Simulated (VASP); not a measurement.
Here is a VASP 6.6.1 calculation.

Contents of POSCAR:

```
SnO2
1.0
    4.8781294237      0.0000000000      0.0000000000
    0.0000000000      4.8781412690      0.0000000000
    0.0000000000      0.0000000000      3.2303320773
Sn O
2 4
Direct
    0.5000000000      0.5000000000      0.5000000000
    0.0000000000      0.0000000000      0.0000000000
    0.3073972918      0.3074028575      0.0000000000
    0.8073972918      0.1925971425      0.5000000000
    0.1926027082      0.8074028575      0.5000000000
    0.6926027082      0.6925971425      0.0000000000
```

The input INCAR.step1:

```
SYSTEM = SnO2
ALGO = Normal
EDIFF = 1E-4
ENCUT = 520
GGA = PE
ISMEAR = 0
LASPH = .TRUE.
LCHARG = .FALSE.
LREAL = .FALSE.
LWAVE = .TRUE.
NBANDS = 35
NELM = 80
PREC = Accurate
SIGMA = 0.02
```

INCAR.step2

```
SYSTEM = SnO2
ALGO = Normal
EDIFF = 1E-6
ENCUT = 520
ISIF = 2
ISMEAR = 0
ISTART = 1
LASPH = .TRUE.
LCHARG = .FALSE.
LMIXTAU = .TRUE.
LREAL = .FALSE.
LWAVE = .FALSE.
METAGGA = R2SCAN
NBANDS = 35
NELM = 80
PREC = Accurate
SIGMA = 0.02
```

Contents of KPOINTS:

```
k-points
0
G
  6 6 8
  0 0 0
```

Potentials or basis: VASP PAW PBE potentials, release 64 (Sn_d, O).

Command:

```bash
$ cat potpaw_PBE.64/Sn_d/POTCAR potpaw_PBE.64/O/POTCAR > POTCAR
$ cp INCAR.step1 INCAR
$ mpirun -np 1 vasp_std > vasp.out
$ cp INCAR.step2 INCAR
$ mpirun -np 1 vasp_std > vasp.out
```

**Question.** Predict the pressure.

**Answer.** -9.2 GPa.

**Question.** Estimate the band gap on the k mesh.

**Answer.** 1.21 eV.

**Question.** What does it give for the largest force?

**Answer.** 0.037 eV/Å.

Stress tensor (GPa, compression positive):
```
-9.42  0.00  0.00
 0.00 -9.42  0.00
 0.00  0.00 -8.83
```

Caveat: the cell stands under tension; the PAW data sets were made with another functional, which shifts forces and pressure a little; spin-orbit coupling is left out, which moves the levels of the heavy elements.
